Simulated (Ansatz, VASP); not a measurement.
One calculation of HfO2, two programs

Contents of INCAR:

```
SYSTEM = HfO2
ALGO = Normal ; EDIFF = 1E-7
ENCUT = 520 ; GGA = PE
ISIF = 2 ; ISMEAR = 0
LASPH = .TRUE. ; LCHARG = .TRUE.
LELF = .TRUE. ; LREAL = .FALSE.
LVHAR = .TRUE. ; LWAVE = .FALSE.
NBANDS = 18 ; NELM = 60
PREC = Accurate ; SIGMA = 0.05
```

Contents of KPOINTS:

```
k-points
0
G
  8 8 8
  0 0 0
```

POSCAR

```
HfO2
1.0
    0.0000000000      2.6508762353      2.5489194570
    2.5489194570      0.0000000000      2.5489194570
    2.5489194570      2.6508762353      0.0000000000
Hf O
1 2
Direct
    0.0000000000      0.0000000000      0.0000000000
    0.2500000000      0.2500000000      0.2500000000
    0.7500000000      0.7500000000      0.7500000000
```

Input for Ansatz:

```yaml
crystal:
  lattice:
    - [0.0, 2.6508762353, 2.548919457]
    - [2.548919457, 0.0, 2.548919457]
    - [2.548919457, 2.6508762353, 0.0]
  atoms:
    - { symbol: Hf, position: [0.0, 0.0, 0.0] }
    - { symbol: O, position: [0.25, 0.25, 0.25] }
    - { symbol: O, position: [0.75, 0.75, 0.75] }
basis:
  ecutwfc: 520.0
kpoints:
  mp_grid: { grid: [8, 8, 8] }
hamiltonian:
  xc: pbe
  pseudopotentials: { kind: paw, azcp: { folder: soft_1 } }
scf:
  occupations: { method: gaussian, width: 0.05 }
output:
  forces: true
  stress: true
  eigenvalues: true
```

Change from the starting cell: normal strain along x +0.0000, normal strain along y +0.0400.

Alike in both runs: task single point; functional PBE; k mesh 8 × 8 × 8; occupations gaussian, width 0.05 eV; no spin polarisation.

```csv
,VASP,Ansatz
version,VASP 6.6.1,Ansatz 0.2.0
potentials or method,"VASP PAW PBE potentials, release 64 (Hf_pv, O), cutoff 520 eV","scalar-relativistic, plane waves, PAW"
valence electrons in the cell,22,38
```

|  | VASP | Ansatz | Ansatz less VASP |
| --- | --- | --- | --- |
| gap on the k mesh at the Fermi level (eV) | 3.32 | 3.34 | +0.017 |
| least direct gap on the mesh (eV) | 3.44 | 3.44 | +0.004 |
| pressure (GPa) | -12.1 | -8.8 | +3.27 |
| traceless stress, the component that is largest in VASP (GPa) | -11.48 | -11.30 | +0.181 |

VASP's potentials hold 22 valence electrons a cell and Ansatz's 38, so a difference there can come from the potentials and not from the codes.

Neither program's run includes spin-orbit coupling.
